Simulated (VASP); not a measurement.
Runs of VASP 6.6.1 on Cu. The structure is that of space group Fd-3m (No. 227), or close to it. The cells are those of the table. 

```csv
task,cell,k mesh,cutoff (eV),gap on the mesh (eV),pressure (GPa),relaxed volume (Å³/atom)
single point,"a = 3.699 Å, angles 60.0°, 2 atoms",18 × 18 × 18,520,none,0.0,-
relaxation of cell and atoms,"relaxed from a = 3.332 Å, angles 60.0°, 2 atoms",6 × 6 × 6,600,none,-0.2,(a)
relaxation of cell and atoms,"relaxed from a = 3.701 Å, angles 60.0°, 2 atoms",18 × 18 × 18,600,none,0.0,18.00
single point,"a = 3.701 Å, angles 60.0°, 2 atoms",6 × 6 × 6,520,none,0.4,-
single point,"a = 3.332 Å, angles 60.0°, 2 atoms",6 × 6 × 6,520,none,45.0,-
```

Alike in all rows: level PBEsol; potentials or basis VASP PAW PBE potentials, release 64 (Cu); no spin polarisation; smearing gaussian 0.1 eV.

Question: Fill in the values left out.

Answer: (a) 17.98.

Caveats: some runs use coarse meshes; the PAW data sets were made with another functional, which shifts forces and pressure a little; the volume moved by over 15 % at a fixed basis, so the end points are rough (some runs).

A gap of «none» marks levels without a gap at the run's occupations.
